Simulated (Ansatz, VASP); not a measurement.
# Two plane-wave programs on CsTlH4

Contents of INCAR:

```
PREC = Accurate
ENCUT = 600
EDIFF = 1E-6
ISMEAR = 0
SIGMA = 0.1
LREAL = F
LASPH = T
NELM = 100
ALGO = Normal
ISIF = 3
LWAVE = F
LCHARG = F
GGA = PE
IBRION = 2
NSW = 100
EDIFFG = -0.01
```

File KPOINTS:

```
regular mesh
0
Gamma
  10 10 6
```

Contents of POSCAR:

```
CsTlH4
1.0
    3.8273850994      0.0000000000      0.0000000000
    0.0000000000      3.8273850994      0.0000000000
    0.0000000000      0.0000000000      6.7625177571
Cs Tl H
1 1 4
Direct
    0.5000000000      0.5000000000      0.5000000000
    0.0000000000      0.0000000000      0.0000000000
    0.5000000000      0.0000000000      0.1757064777
    0.0000000000      0.5000000000      0.8242935223
    0.5000000000      0.0000000000      0.8242935223
    0.0000000000      0.5000000000      0.1757064777
```

Input for Ansatz:

```yaml
crystal:
  lattice:
    - [3.8273850994, 0.0, 0.0]
    - [0.0, 3.8273850994, 0.0]
    - [0.0, 0.0, 6.7625177571]
  atoms:
    - { symbol: Cs, position: [0.5, 0.5, 0.5] }
    - { symbol: Tl, position: [0.0, 0.0, 0.0] }
    - { symbol: H, position: [0.5, 0.0, 0.1757064777] }
    - { symbol: H, position: [0.0, 0.5, 0.8242935223] }
    - { symbol: H, position: [0.5, 0.0, 0.8242935223] }
    - { symbol: H, position: [0.0, 0.5, 0.1757064777] }
basis:
  ecutwfc: 420
kpoints:
  mp_grid: { grid: [10, 10, 6] }
hamiltonian:
  xc: pbe
scf:
  occupations: { method: gaussian, width: 0.1 }
output:
  forces: true
  stress: true
  eigenvalues: true
  write_density: true
  write_potential: true
  elf: true
  volumetric_format: npy
relax:
  adjacent_minimum: "off"
  f_tol: 0.01
  max_steps: 80
  cell: { stress_tol: 0.05 }
```

Alike in both runs: task relaxation of cell and atoms; functional PBE; k mesh 10 × 10 × 6; occupations gaussian, width 0.1 eV; no spin polarisation.

|  | VASP | Ansatz |
| --- | --- | --- |
| version | VASP 6.6.1 | Ansatz 0.2.0 |
| potentials or method | VASP PAW PBE potentials, release 64 (Cs_sv, Tl_d, H), cutoff 600 eV | scalar-relativistic, plane waves, PAW |
| valence electrons in the cell | 26 | 26 |

```csv
,VASP,Ansatz,Ansatz less VASP
"gap on the k mesh at the Fermi level, each at its own relaxed structure (eV)",none,none,-
relaxed volume (Å³/atom),16.51,16.51,0.000
relaxed cell length with the largest relative difference (Å),6.763,6.763,0.0000
```

A gap of «none» marks a metal or a gap that the smearing closes.

Neither program's run includes spin-orbit coupling. Noted on VASP's run: the relaxation stopped at its first step, so nothing moved.
